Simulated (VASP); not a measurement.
## La: single point with r2SCAN

Crystal: La.

```
CELL_PARAMETERS angstrom
-2.48798 2.48798 2.48798
2.48798 -2.48798 2.48798
2.48798 2.48798 -2.48798
ATOMIC_POSITIONS crystal
La 0.00000 0.00000 0.00000
```

This isn't the form of La at room conditions, which is double hcp.

```yaml
Program: VASP 6.6.1
Task: single point
Functional: r2SCAN
Potentials_or_basis: VASP PAW PBE potentials, release 64 (La)
Cutoff: 520 eV
k_mesh: 10 × 10 × 10
Occupations: fermi-dirac, width 0.1 eV
Spin: non-collinear spin, zero start, spin-orbit coupling
Starting_moments: "[[0.0, 0.0, 0.0]] μB"
```

```yaml
Pressure: -6.1 GPa
Net_moment: 0.00 μB per cell
Valence_electrons_inside_the_program's_atomic_spheres: La 8.30
```

Moments on the atoms (μB; x, y, z):
```
La  0.00 0.00 0.00
```

Wall time 8.8 min on 1 thread of Intel(R) Xeon(R) Platinum 8488C (Sapphire Rapids) (shared host), peak memory 0.42 GiB.

Caveat: the cell stands under tension; the PAW data sets were made with another functional, which shifts forces and pressure a little.
